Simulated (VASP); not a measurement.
Write the native input for VASP 6.6.1 that does the following.

```
Task                   : single point
Functional             : PBE
Potentials or basis    : VASP PAW PBE potentials, release 64 (C, Au, F)
Cutoff                 : 520 eV
k mesh                 : 14 × 14 × 12
Occupations            : gaussian, width 0.1 eV
Spin                   : no spin polarisation
Dipole correction      : no
Further INCAR settings : ALGO = Normal; EDIFF = 1e-07; NBANDS = 18
```

The structure of AuCF lies in POSCAR:

```
AuCF
1.0
    3.0305849871      0.0000000000      0.0000000000
    0.0000000000      3.0305849871      0.0000000000
    0.0000000000      0.0000000000      4.5543928905
C Au F
1 1 1
Direct
    0.5000000000      0.5000000000      0.0000000000
    0.0000000000      0.0000000000      0.0000000000
    0.0000000000      0.0000000000      0.5000000000
```

One way to write it, as run:

INCAR

```
SYSTEM = AuCF
  PREC = Accurate
  ENCUT = 520
  EDIFF = 1E-7
  ISMEAR = 0
  SIGMA = 0.1
  LREAL = .False.
  LASPH = .True.
  NELM = 80
  ALGO = Normal
  ISIF = 2
  LWAVE = .False.
  LCHARG = .False.
  GGA = PE
  NBANDS = 18
```

KPOINTS

```
regular mesh
0
Gamma
  14 14 12
  0 0 0
```

Potentials or basis: VASP PAW PBE potentials, release 64 (C, Au, F).

Command:

```bash
$ cat potpaw_PBE.64/C/POTCAR potpaw_PBE.64/Au/POTCAR potpaw_PBE.64/F/POTCAR > POTCAR
$ mpirun -np 1 vasp_std > vasp.out
```

Results of the run:

```json
{
 "Pressure": "-0.2 GPa",
 "Band gap on the k mesh": "zero (band 11 reaches 4.79 eV, above the bottom of band 12 at 2.84 eV)"
}
```

Caveat: spin-orbit coupling is left out, which moves the levels of the heavy elements.

Wall time 85 s on 1 thread of Intel(R) Xeon(R) Platinum 8559C (Emerald Rapids), on a shared host, peak memory 0.31 GiB.
